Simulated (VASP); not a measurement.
# Ge (Pm-3m) in VASP: notebook, part 2 of 2

VASP 6.6.1.

### 3 Single point, PBE

This run uses another cell than the first one, of 17.72 Å³/atom, 1.079 times its volume.

INCAR

```
SYSTEM = Ge
ALGO     = Normal         ! electronic algorithm
EDIFF    = 1E-7           ! SCF threshold, eV
ENCUT    = 520            ! plane-wave cutoff, eV
GGA      = PE             ! functional
ISIF     = 2              ! what is computed and relaxed
ISMEAR   = 1              ! smearing method
LASPH    = .TRUE.         ! aspherical terms in the spheres
LCHARG   = .FALSE.        ! write CHGCAR
LREAL    = .FALSE.        ! projectors in reciprocal space
LWAVE    = .FALSE.        ! write WAVECAR
NBANDS   = 13             ! bands
NELM     = 80             ! most SCF steps
PREC     = Accurate       ! precision mode
SIGMA    = 0.05           ! smearing width, eV
```

KPOINTS

```
k-points
0
G
  15 15 15
  0 0 0
```

POSCAR

```
Ge
1.0
    2.6072291438      0.0000000000      0.0000000000
    0.0000000000      2.6072291438      0.0000000000
    0.0000000000      0.0000000000      2.6072291438
Ge
1
Direct
    0.0000000000      0.0000000000      0.0000000000
```

Potentials or basis: VASP PAW PBE potentials, release 64 (Ge_d).

Run with:

```
> cat potpaw_PBE.64/Ge_d/POTCAR > POTCAR
> mpirun -np 1 vasp_std > vasp.out
```

It took 7.8 s on 1 thread of Intel Xeon 6975P-C (Granite Rapids), shared host; peak memory 0.14 GiB.

The run converged. Its results:

```yaml
Free_energy: -4.2059 eV
Pressure: 10.0 GPa
Band_gap_on_the_k_mesh: zero (band 7 reaches 14.42 eV, above the bottom of band 8 at 4.62 eV)
```

Levels at points of the mesh, in eV from the Fermi level:
```csv
k point,band 3,band 4,band 5,band 6,band 7,band 8,band 9,band 10,band 11,band 12
"(0.00, 0.00, 0.00)",-24.45,-24.45,-24.45,-13.70,7.25,7.25,7.25,10.50,10.50,13.71
```

### 4 Single point, PBE

This run uses another cell than the first one, of 18.63 Å³/atom, 1.134 times its volume.

INCAR

```
SYSTEM = Ge
PREC = Accurate
ENCUT = 520
EDIFF = 1E-6
ISMEAR = 1
SIGMA = 0.05
LREAL = .False.
LASPH = .True.
NELM = 60
ALGO = Normal
ISIF = 2
LWAVE = .False.
LCHARG = .False.
GGA = PE
NBANDS = 13
```

KPOINTS

```
regular mesh
0
Gamma
  15 15 15
  0 0 0
```

POSCAR

```
Ge
1.0
    2.6511801157      0.0000000000      0.0000000000
    0.0000000000      2.6511801157      0.0000000000
    0.0000000000      0.0000000000      2.6511801157
Ge
1
Direct
    0.0000000000      0.0000000000      0.0000000000
```

Run with:

```
> cat potpaw_PBE.64/Ge_d/POTCAR > POTCAR
> mpirun -np 1 vasp_std > vasp.out
```

Run time: 6.7 s. Hardware: 1 thread of Intel Xeon 6975P-C (Granite Rapids), shared host; peak memory 0.14 GiB.

The run converged. Its results:

| Quantity | Value |
| --- | --- |
| Free energy | -4.2481 eV |
| Pressure | 4.8 GPa |
| Band gap on the k mesh | zero (band 7 reaches 13.57 eV, above the bottom of band 8 at 4.16 eV) |

Levels at points of the mesh, in eV from the Fermi level:
```
           k point  band 3  band 4  band 5  band 6  band 7  band 8  band 9  band 10  band 11  band 12
(0.00, 0.00, 0.00)  -24.43  -24.43  -24.43  -13.26    6.97    6.97    6.97    10.30    10.30    13.16
```

### 5 Single point, PBE

This run uses another cell than the first one, of 19.90 Å³/atom, 1.211 times its volume.

INCAR

```
SYSTEM = Ge
PREC     = Accurate       ! precision mode
ENCUT    = 520            ! plane-wave cutoff, eV
EDIFF    = 1E-6           ! SCF threshold, eV
ISMEAR   = 1              ! smearing method
SIGMA    = 0.05           ! smearing width, eV
LREAL    = .False.        ! projectors in reciprocal space
LASPH    = .True.         ! aspherical terms in the spheres
NELM     = 80             ! most SCF steps
ALGO     = Normal         ! electronic algorithm
ISIF     = 2              ! what is computed and relaxed
LWAVE    = .False.        ! write WAVECAR
LCHARG   = .False.        ! write CHGCAR
GGA      = PE             ! functional
NBANDS   = 13             ! bands
```

KPOINTS

```
Automatic mesh
0
Gamma
  15 15 15
  0 0 0
```

POSCAR

```
Ge
1.0
    2.7097392361      0.0000000000      0.0000000000
    0.0000000000      2.7097392361      0.0000000000
    0.0000000000      0.0000000000      2.7097392361
Ge
1
Direct
    0.0000000000      0.0000000000      0.0000000000
```

Potentials or basis: VASP PAW PBE potentials, release 64 (Ge_d).

Run with:

```
> cat potpaw_PBE.64/Ge_d/POTCAR > POTCAR
> mpirun -np 1 vasp_std > vasp.out
```

OUTCAR:

```text
SYSTEM = Ge
   PREC = Accurate
   ENCUT = 520
   EDIFF = 1E-6
   ISMEAR = 1
   LREAL = .False.
   LASPH = .True.
   NELM = 80
   ISIF = 2
   GGA = PE

 ion  position               nearest neighbor table
   1  0.000  0.000  0.000-

  LATTYP: Found a simple cubic cell.
 ALAT       =     2.7097392361

  Lattice vectors:

 A1 = (   2.7097392361,   0.0000000000,   0.0000000000)
 A2 = (   0.0000000000,   2.7097392361,   0.0000000000)
 A3 = (   0.0000000000,   0.0000000000,   2.7097392361)

Analysis of symmetry for initial positions (statically):
[... 554 lines left out ...]
      7       3.8292      2.00000
      8       8.9529      0.00000
      9      15.0880      0.00000
     10      17.1101      0.00000
     11      19.7034      0.00000
     12      25.0145      0.00000
     13      25.1088      0.00000

 [... further k-points ...]
[... 5 lines left out ...]
  --------------------------------------------------------------------------------------
  -------------------------------------------------------------------------------------
  Total       -0.0160543     -0.0160543     -0.0160543      0.0000000      0.0000000     -0.0000000
  in kB       -1.2927685     -1.2927685     -1.2927685      0.0000000      0.0000000     -0.0000000
  external PRESSURE =      -1.2927685 kB  Pullay stress =       0.0000000 kB

 VOLUME and BASIS-vectors are now :
 -----------------------------------------------------------------------------
  energy-cutoff  :      520.00
  volume of cell :       19.90
      direct lattice vectors                 reciprocal lattice vectors
     2.709739236  0.000000000  0.000000000     0.369039200  0.000000000  0.000000000
     0.000000000  2.709739236  0.000000000     0.000000000  0.369039200  0.000000000
     0.000000000  0.000000000  2.709739236     0.000000000  0.000000000  0.369039200

 POSITION                                       TOTAL-FORCE (eV/Angst)
 -----------------------------------------------------------------------------------
      0.00000      0.00000      0.00000         0.000000      0.000000      0.000000
 -----------------------------------------------------------------------------------
    total drift:                                0.000000      0.000000      0.000000

  FREE ENERGIE OF THE ION-ELECTRON SYSTEM (eV)
  ---------------------------------------------------
  free  energy   TOTEN  =        -4.2668202499 eV

  energy  without entropy=       -4.2665793450  energy(sigma->0) =       -4.26673995
```

OSZICAR:

```text
N       E                     dE             d eps       ncg     rms          rms(c)
DAV:   1     0.609410949629E+02    0.60941E+02   -0.71446E+03  3400   0.294E+03
DAV:   2     0.120767542457E+01   -0.59733E+02   -0.57156E+02  3305   0.402E+02
DAV:   3    -0.419315188172E+01   -0.54008E+01   -0.53749E+01  3575   0.714E+01
DAV:   4    -0.427034395594E+01   -0.77192E-01   -0.77171E-01  3590   0.907E+00
DAV:   5    -0.427114739925E+01   -0.80344E-03   -0.80343E-03  3625   0.104E+00    0.137E+00
DAV:   6    -0.426749101583E+01    0.36564E-02   -0.60512E-03  3895   0.175E+00    0.786E-01
DAV:   7    -0.426682875001E+01    0.66227E-03   -0.44941E-03  3825   0.124E+00    0.775E-02
DAV:   8    -0.426682376317E+01    0.49868E-05   -0.70128E-04  3725   0.608E-01    0.323E-02
DAV:   9    -0.426682035684E+01    0.34063E-05   -0.27233E-05  3917   0.109E-01    0.618E-03
DAV:  10    -0.426682024993E+01    0.10690E-06   -0.77423E-07  2475   0.102E-02
   1 F= -.42668202E+01 E0= -.42667399E+01  d E =-.240905E-03
```

It took 6.6 s on 1 thread of Intel Xeon 6975P-C (Granite Rapids), shared host; peak memory 0.14 GiB.

What came out:

| Quantity | Value |
| --- | --- |
| Free energy | -4.2668 eV |
| Pressure | -0.1 GPa |
| Band gap on the k mesh | zero (band 7 reaches 12.51 eV, above the bottom of band 8 at 3.61 eV) |

Levels at points of the mesh, in eV from the Fermi level:
| k point | band 4 | band 5 | band 6 | band 7 | band 8 | band 9 | band 10 | band 11 |
| --- | --- | --- | --- | --- | --- | --- | --- | --- |
| (0.00, 0.00, 0.00) | -24.40 | -24.40 | -12.71 | 6.62 | 6.62 | 6.62 | 10.05 | 10.05 |

### 6 Relaxation of cell and atoms, PBE

This run uses another cell than the first one, of 19.25 Å³/atom, 1.172 times its volume.

INCAR

```
PREC     = Accurate       # precision mode
ENCUT    = 600            # plane-wave cutoff, eV
EDIFF    = 1E-6           # SCF threshold, eV
ISMEAR   = 1              # smearing method
SIGMA    = 0.05           # smearing width, eV
LREAL    = F              # projectors in reciprocal space
LASPH    = T              # aspherical terms in the spheres
NELM     = 100            # most SCF steps
ALGO     = Normal         # electronic algorithm
ISIF     = 3              # what is computed and relaxed
LWAVE    = F              # write WAVECAR
LCHARG   = F              # write CHGCAR
GGA      = PE             # functional
IBRION   = 2              # ionic algorithm
NSW      = 80             # ionic steps
EDIFFG   = -0.02          # ionic threshold
```

KPOINTS

```
regular mesh
0
Gamma
  15 15 15
```

POSCAR

```
Ge
1.0
    2.6800000000      0.0000000000      0.0000000000
    0.0000000000      2.6800000000      0.0000000000
    0.0000000000      0.0000000000      2.6800000000
Ge
1
Direct
    0.0000000000      0.0000000000      0.0000000000
```

Potentials or basis: VASP PAW PBE potentials, release 64 (Ge_d).

Run with:

```
> cat potpaw_PBE.64/Ge_d/POTCAR > POTCAR
> mpirun -np 1 vasp_std > vasp.out
```

Run time: 11 s. Hardware: 1 thread of Intel Xeon 6975P-C (Granite Rapids), shared host; peak memory 0.16 GiB.

It converged, with:

- Free energy: -4.2668 eV
- Relaxed volume: 20.00 Å³/atom
- Relaxed cell: a = 2.714 Å, b = 2.714 Å, c = 2.714 Å, α = 90.00°, β = 90.00°, γ = 90.00°
- Space group after relaxing (to 0.05 Å): Pm-3m (No. 221)
- Energy gained by relaxing: 4.5 meV/atom
- Ionic steps: 2
- Pressure after relaxing: -0.1 GPa
- Band gap on the k mesh: zero (band 7 reaches 12.43 eV, above the bottom of band 8 at 3.57 eV)

Step by step:
| step | energy change (eV) | largest force (eV/Å) | pressure (GPa) | volume (Å³) |
| --- | --- | --- | --- | --- |
| 1 | 0.0000 | 0.0000 | 2.21 | 19.25 |
| 2 | -0.0045 | 0.0000 | -0.14 | 20.00 |

Final structure:
```
CELL_PARAMETERS angstrom
2.71432 0.00000 0.00000
0.00000 2.71432 0.00000
0.00000 0.00000 2.71432
ATOMIC_POSITIONS crystal
Ge 0.00000 0.00000 0.00000
```

Levels at points of the mesh, in eV from the Fermi level:
```
           k point  band 3  band 4  band 5  band 6  band 7  band 8  band 9  band 10  band 11
(0.00, 0.00, 0.00)  -24.40  -24.40  -24.40  -12.67    6.59    6.59    6.59    10.03    10.03
```

### 7 The runs side by side

| task | cell | cutoff (eV) | gap on the mesh (eV) | pressure (GPa) |
| --- | --- | --- | --- | --- |
| single point | a = 2.542 Å, 1 atom | 520 | none | 19.9 |
| single point | a = 2.607 Å, 1 atom | 520 | none | 10.0 |
| single point | a = 2.651 Å, 1 atom | 520 | none | 4.8 |
| single point | a = 2.710 Å, 1 atom | 520 | none | -0.1 |
| relaxation of cell and atoms | relaxed from a = 2.680 Å, 1 atom | 600 | none | -0.1 |

Alike in all rows: level PBE; potentials or basis VASP PAW PBE potentials, release 64 (Ge_d); no spin polarisation; k mesh 15 × 15 × 15; smearing methfessel-paxton 0.05 eV.

Total energies depend on the potentials used, so only differences within one code and one set of settings carry meaning.
